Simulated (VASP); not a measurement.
A run of VASP 6.6.1 is set up as follows.

POSCAR

```
HfC
1.0
    0.0000000000      2.3250000000      2.3250000000
    2.3250000000      0.0000000000      2.3250000000
    2.3250000000      2.3250000000      0.0000000000
Hf C
1 1
Direct
    0.5000000000      0.5000000000      0.5000000000
    0.0000000000      0.0000000000      0.0000000000
```

File INCAR.step1:

```
PREC = Accurate
ENCUT = 520
ISMEAR = -1
SIGMA = 0.05
LREAL = False
LASPH = True
NELM = 60
NBANDS = 14
GGA = PE
ALGO = Normal
EDIFF = 1E-4
LWAVE = True
LCHARG = False
```

The input INCAR.step2:

```
PREC = Accurate
ENCUT = 520
EDIFF = 1E-8
ISMEAR = -1
SIGMA = 0.05
LREAL = False
LASPH = True
NELM = 60
ALGO = Normal
ISIF = 2
LWAVE = False
LCHARG = False
METAGGA = R2SCAN
LMIXTAU = True
LEFG = True
NBANDS = 14
ISTART = 1
```

Contents of KPOINTS:

```
Automatic mesh
0
Gamma
  12 12 12
```

Potentials or basis: VASP PAW PBE potentials, release 64 (Hf_pv, C).

Command:

```bash
$ cat potpaw_PBE.64/Hf_pv/POTCAR potpaw_PBE.64/C/POTCAR > POTCAR
$ cp INCAR.step1 INCAR
$ mpirun -np 1 vasp_std > vasp.out
$ cp INCAR.step2 INCAR
$ mpirun -np 1 vasp_std > vasp.out
```

Q: Estimate the band gap on the k mesh.

A: Zero (band 7 reaches 6.90 eV, above the bottom of band 8 at 5.47 eV).

Q: Predict the pressure.

A: -2.5 GPa.

Caveat: without QUAD_EFG the Cq values of the log hold for a quadrupole moment of 1 mb, not for the nuclei; the PAW data sets were made with another functional, which shifts forces and pressure a little; spin-orbit coupling is left out, which moves the levels of the heavy elements.
